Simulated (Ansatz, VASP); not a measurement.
## CaF2 in VASP and in Ansatz

```xyz
36
Lattice="7.7929 0.0000 0.0000 -3.8965 6.7489 0.0000 0.0000 0.0000 26.3468" Properties=species:S:1:pos:R:3 pbc="T T T"
F     1.9482    3.3744    8.0000
F     3.8965    0.0000    8.0000
F    -1.9482    3.3744    8.0000
F     0.0000    0.0000    8.0000
F     3.8965    2.2496    9.5907
F     1.9482    5.6241    9.5907
F     0.0000    2.2496    9.5907
F    -1.9482    5.6241    9.5907
F     3.8965    4.4993   11.1815
F     5.8447    1.1248   11.1815
F     0.0000    4.4993   11.1815
F     1.9482    1.1248   11.1815
F    -1.9668    3.3851   12.7747
F     0.0000   -0.0214   12.7747
F     1.9667    3.3851   12.7747
F     3.8965    0.0000   12.7725
F    -1.9226    5.6388   14.3841
F     0.0000    2.2496   14.2681
F     1.9227    5.6389   14.3841
F     3.8964    2.2201   14.3841
F     0.0003    4.3755   15.9954
F     1.8409    1.1864   15.9954
F     3.8965    4.4993   15.9766
F     5.9517    1.1870   15.9954
Ca    1.9482    1.1248    8.7954
Ca    0.0000    4.4993    8.7954
Ca    5.8447    1.1248    8.7954
Ca    3.8965    4.4993    8.7954
Ca    3.8965    2.2407   11.9812
Ca    1.9405    5.6285   11.9812
Ca    0.0000    2.2496   11.9556
Ca   -1.9405    5.6286   11.9812
Ca   -1.9360    3.3676   15.1213
Ca   -0.0002    0.0140   15.1213
Ca    1.9362    3.3673   15.1213
Ca    3.8965    0.0000   15.2479
```

Alike in both runs: task single point; functional PBE; k mesh 2 × 2 × 1; occupations gaussian, width 0.05 eV; no spin polarisation.

|  | VASP | Ansatz |
| --- | --- | --- |
| version | VASP 6.6.1 | Ansatz 0.2.0 |
| potentials or method | VASP PAW PBE potentials, release 64 (F, Ca_sv), cutoff 520 eV | scalar-relativistic, plane waves, PAW |
| valence electrons in the cell | 288 | 288 |

```csv
,VASP,Ansatz,Ansatz less VASP
gap on the k mesh at the Fermi level (eV),6.43,6.44,+0.010
least direct gap on the mesh (eV),6.43,6.44,+0.010
rms of the force components (eV/Å),0.090,0.088,-0.0013
```

With one functional, cell and mesh, what is left measures potentials, basis and numerics.

The k mesh is coarse, so the values compare programs but aren't converged.
